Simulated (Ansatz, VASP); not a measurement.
**Be4Se3: VASP beside Ansatz**

```
CELL_PARAMETERS angstrom
-2.33246 2.33246 4.56229
2.33246 -2.33246 4.56229
2.33246 2.33246 -4.56229
ATOMIC_POSITIONS crystal
Be 0.50000 0.00000 0.50000
Be 0.00000 0.50000 0.50000
Be 0.35021 0.35021 0.00000
Be 0.64979 0.64979 0.00000
Se 0.00000 0.00000 0.00000
Se 0.75000 0.25000 0.50000
Se 0.25000 0.75000 0.50000
```

Alike in both runs: functional PBE; k mesh 4 × 4 × 4; occupations gaussian, width 0.2 eV; no spin polarisation.

Ansatz relaxed the structure, and its values are those at the end. VASP's run is a single point on that final structure, the one shown.

|  | VASP | Ansatz |
| --- | --- | --- |
| version | VASP 6.6.1 | Ansatz 0.2.0 |
| potentials or method | VASP PAW PBE potentials, release 64 (Be, Se), cutoff 520 eV | scalar-relativistic, plane waves, PAW |
| valence electrons in the cell | 26 | 56 |

|  | VASP | Ansatz | Ansatz less VASP |
| --- | --- | --- | --- |
| gap on the k mesh at the Fermi level (eV) | 0.31 | 0.31 | +0.002 |
| least direct gap on the mesh (eV) | 0.65 | 0.66 | +0.005 |
| pressure (GPa) | 0.2 | 0.0 | -0.14 |

With one functional, cell and mesh, what is left measures potentials, basis and numerics. VASP's potentials hold 26 valence electrons a cell and Ansatz's 56, so a difference there can come from the potentials and not from the codes.

The k mesh is coarse, so the values compare programs but aren't converged.
